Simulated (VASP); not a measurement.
Mo: single point with PBE

Crystal: Mo.

```
CELL_PARAMETERS angstrom
-1.55161 1.55161 1.55161
1.55161 -1.55161 1.55161
1.55161 1.55161 -1.55161
ATOMIC_POSITIONS crystal
Mo 0.00000 0.00000 0.00000
```

- Program: VASP 6.6.1
- Task: single point
- Functional: PBE
- Potentials or basis: VASP PAW PBE potentials, release 64 (Mo_sv)
- Cutoff: 520 eV
- k mesh: 22 × 22 × 22
- Occupations: gaussian, width 0.15 eV
- Spin: no spin polarisation

```json
{
  "Pressure": "16.6 GPa",
  "Band gap on the k mesh": "zero (band 7 reaches 17.58 eV, above the bottom of band 8 at 11.88 eV)"
}
```

Levels at points of the mesh, in eV from the Fermi level:
```
           k point  band 5  band 6  band 7  band 8  band 9  band 10
(0.00, 0.00, 0.00)   -7.38   -1.45   -1.45   -1.45    1.75     1.75
(0.50, 0.00, 0.00)   -5.60   -3.62    1.80    1.81    2.47     5.07
(0.50, 0.50, 0.50)   -5.79   -5.79    4.25    4.25    4.25     9.43
```

It took 50 s on 1 thread of Intel(R) Xeon(R) Platinum 8259CL CPU @ 2.50GHz (Skylake/Cascade Lake), with other jobs on the host, peak memory 0.17 GiB.
